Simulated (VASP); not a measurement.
Here is a VASP 6.6.1 calculation.

The input INCAR:

```
SYSTEM = FeO
AGGAC    = 1.0          
AGGAX    = 1.0          
ALDAC    = 0.0          
ALDAX    = 1.0          
ALGO     = Normal         ! electronic algorithm
EDIFF    = 1E-6           ! SCF threshold, eV
EDIFFG   = -0.01          ! ionic threshold
ENCUT    = 600            ! plane-wave cutoff, eV
GGA      = B5             ! functional
IBRION   = 2              ! ionic algorithm
ISIF     = 3              ! what is computed and relaxed
ISMEAR   = -1             ! smearing method
ISPIN    = 2              ! spin polarisation
LASPH    = .TRUE.         ! aspherical terms in the spheres
LCHARG   = .FALSE.        ! write CHGCAR
LMAXMIX  = 4              ! l up to which the mixer works
LORBIT   = 11             ! projections on sites
LREAL    = .FALSE.        ! projectors in reciprocal space
LWAVE    = .FALSE.        ! write WAVECAR
MAGMOM   = 3 0            ! initial moments
NELM     = 150            ! most SCF steps
NSW      = 80             ! ionic steps
PREC     = Accurate       ! precision mode
SIGMA    = 0.05           ! smearing width, eV
```

KPOINTS

```
k-points
0
G
  11 11 11
  0 0 0
```

POSCAR

```
FeO
1.0
    0.0000000000      2.1554000000      2.1554000000
    2.1554000000      0.0000000000      2.1554000000
    2.1554000000      2.1554000000      0.0000000000
Fe O
1 1
Direct
    0.0000000000      0.0000000000      0.0000000000
    0.5000000000      0.5000000000      0.5000000000
```

Potentials or basis: VASP PAW PBE potentials, release 64 (Fe, O).

Launch:

```sh
$ cat potpaw_PBE.64/Fe/POTCAR potpaw_PBE.64/O/POTCAR > POTCAR
$ mpirun -np 1 vasp_std > vasp.out
```

(1) Estimate the net moment.

(2) Predict the relaxed cell.

(3) What does it give for the site moments?

(4) Predict the band gap on the k mesh.

Answers

(1) 4.00 μB per cell.

(2) a = 3.087 Å, b = 3.087 Å, c = 3.087 Å, α = 60.00°, β = 60.00°, γ = 60.00°.

(3) Fe +3.60; O +0.32 μB.

(4) zero (filled and empty bands overlap).

Caveat: a cell with one magnetic atom can't hold antiferromagnetic order, which such compounds often take; semilocal functionals often make such compounds metallic where correlation or magnetic order opens a gap, which also shifts bond lengths.
